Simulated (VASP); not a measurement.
Here is a VASP 6.6.1 calculation.

File INCAR:

```
PREC = Accurate
ENCUT = 600
EDIFF = 1E-7
ISMEAR = 0
SIGMA = 0.1
LREAL = False
LASPH = True
NELM = 60
ALGO = Fast
ISIF = 3
LWAVE = False
LCHARG = False
GGA = PE
IBRION = 2
NSW = 100
EDIFFG = -0.01
```

The input KPOINTS:

```
regular mesh
0
Gamma
  12 12 12
```

Contents of POSCAR:

```
Sc3W
1.0
    0.0000000000      3.4419384066      3.4419384066
    3.4419384066      0.0000000000      3.4419384066
    3.4419384066      3.4419384066      0.0000000000
Sc W
3 1
Direct
    0.2500000000      0.2500000000      0.2500000000
    0.7500000000      0.7500000000      0.7500000000
    0.5000000000      0.5000000000      0.5000000000
    0.0000000000      0.0000000000      0.0000000000
```

Potentials or basis: VASP PAW PBE potentials, release 64 (Sc_sv, W_sv).

Run with:

```bash
$ cat potpaw_PBE.64/Sc_sv/POTCAR potpaw_PBE.64/W_sv/POTCAR > POTCAR
$ mpirun -np 1 vasp_std > vasp.out
```

(1) What does it give for the space group after relaxing (to 0.05 Å)?

(2) Estimate the relaxed cell.

(3) Estimate the relaxed volume.

Answers

(1) Fm-3m (No. 225).

(2) a = 4.872 Å, b = 4.872 Å, c = 4.872 Å, α = 60.00°, β = 60.00°, γ = 60.00°.

(3) 20.44 Å³/atom.
